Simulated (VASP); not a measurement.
Runs of VASP 6.6.1 on SiC. The structure is that of space group F-43m (No. 216), or close to it. The cells are those of the table. 

```tsv
task	cell	cutoff (eV)	smearing	gap on the mesh (eV)	pressure (GPa)
relaxation of the atoms	atoms relaxed from a = 3.063, b = 3.063, c = 3.092 Å, angles 59.7, 59.7, 60.6°, 2 atoms	520	gaussian 0.02 eV	1.10	-2.1
single point	a = 3.067, b = 3.067, c = 3.092 Å, angles 59.7, 59.7, 60.5°, 2 atoms	600	gaussian 0.02 eV	1.13	-2.9
single point	a = 3.065, b = 3.065, c = 3.092 Å, angles 59.7, 59.7, 60.6°, 2 atoms	600	gaussian 0.02 eV	1.12	-2.6
relaxation of the atoms	atoms relaxed from a = 3.067, b = 3.067, c = 3.092 Å, angles 59.7, 59.7, 60.5°, 2 atoms	520	gaussian 0.02 eV	1.13	-2.7
relaxation of the atoms	atoms relaxed from a = 3.065, b = 3.065, c = 3.092 Å, angles 59.7, 59.7, 60.6°, 2 atoms	520	gaussian 0.02 eV	1.12	-2.5
single point	a = 3.065, b = 3.065, c = 3.092 Å, angles 59.7, 59.7, 60.6°, 2 atoms	600	gaussian 0.01 eV	1.12	-2.6
single point	a = 3.063, b = 3.063, c = 3.092 Å, angles 59.7, 59.7, 60.6°, 2 atoms	600	gaussian 0.02 eV	1.10	(a)
```

Alike in all rows: level LDA; potentials or basis VASP PAW LDA potentials, release 64 (Si, C); no spin polarisation; k mesh 10 × 10 × 10.

Task: Estimate the missing entries.

Result: (a) -2.2.

Caveats: the relaxation stopped at its first step, so nothing moved (at least some runs).

A k mesh can miss the band edges.
